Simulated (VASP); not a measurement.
A run of VASP 6.6.1 is set up as follows.

INCAR

```
PREC = Accurate
ENCUT = 520
EDIFF = 1E-6
ISMEAR = 0
SIGMA = 0.1
LREAL = False
LASPH = True
NELM = 80
ALGO = Normal
ISIF = 2
LWAVE = False
LCHARG = True
GGA = PE
LELF = True
LVHAR = True
NBANDS = 66
```

File KPOINTS:

```
regular mesh
0
Gamma
  4 4 4
```

Contents of POSCAR:

```
Ge
1.0
    4.1826254920      0.0000000000      0.0000000000
    0.0000000000      6.8833039345      0.0000000000
    0.0000000000      0.0000000000      7.8748542505
Ge
8
Direct
    0.2499917246      0.8983691585      0.1093238373
    0.7500082754      0.1016308415      0.1093238373
    0.2499917246      0.6016308415      0.6093238373
    0.7500082754      0.3983691585      0.6093238373
    0.7500026370      0.3983636526      0.9314138727
    0.2499973630      0.6016363474      0.9314138727
    0.7500026370      0.1016363474      0.4314138727
    0.2499973630      0.8983636526      0.4314138727
```

Potentials or basis: VASP PAW PBE potentials, release 64 (Ge_d).

Run with:

```console
$ cat potpaw_PBE.64/Ge_d/POTCAR > POTCAR
$ mpirun -np 1 vasp_std > vasp.out
```

Task: What does it give for the largest force?

Result: 0.027 eV/Å.

Task: Predict the band gap on the k mesh.

Result: Zero (band 56 reaches 3.08 eV, above the bottom of band 57 at 3.03 eV).

Task: Predict the pressure.

Result: 0.0 GPa.

Stress tensor (GPa, compression positive):
```
-0.01  0.00  0.00
 0.00  0.01  0.00
 0.00  0.00  0.09
```

Caveat: the k points lie up to 0.38 Å⁻¹ apart.
